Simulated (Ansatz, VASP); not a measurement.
# InSe in VASP and in Ansatz

```
In Se
1.0
     2.04000    1.17779    8.31667
    -2.04000    1.17779    8.31667
     0.00000   -2.35559    8.31667
In Se
2 2
Cartesian
  0.0000 0.0000 0.0000
  0.0000 0.0000 2.7994
  0.0000 0.0000 15.3567
  0.0000 0.0000 20.7085
```

Change from the starting cell: equal xx and yy strain of +2 %, PAW files.

Alike in both runs: task electric field gradients; functional PBE; k mesh 7 × 7 × 7; occupations fermi-dirac, width 0.01 eV; no spin polarisation.

```csv
,VASP,Ansatz
version,VASP 6.6.1,Ansatz 0.2.0
potentials or method,"VASP PAW PBE potentials, release 64 (In_d, Se)","PAW with Ansatz's default frozen-core files, scalar-relativistic"
plane-wave cutoff (eV),520,420
valence electrons in the cell,38,58
```

|  | VASP | Ansatz | Ansatz less VASP |
| --- | --- | --- | --- |
| gap on the k mesh at the Fermi level (eV) | 0.59 | 0.60 | +0.008 |
| pressure (GPa) | 0.8 | 0.8 | -0.03 |
| traceless stress, the component that is largest in VASP (GPa) | 0.44 | 0.44 | +0.003 |
| rms of the force components (eV/Å) | 0.053 | 0.061 | +0.0078 |
| size of Vzz on the site where it differs most (V/Å²) | 71.7 | 73.9 | +2.18 |

Atom by atom the forces differ by 0.008 eV/Å (rms over components). VASP's potentials hold 38 valence electrons a cell and Ansatz's 58, so a difference there can come from the potentials and not from the codes.
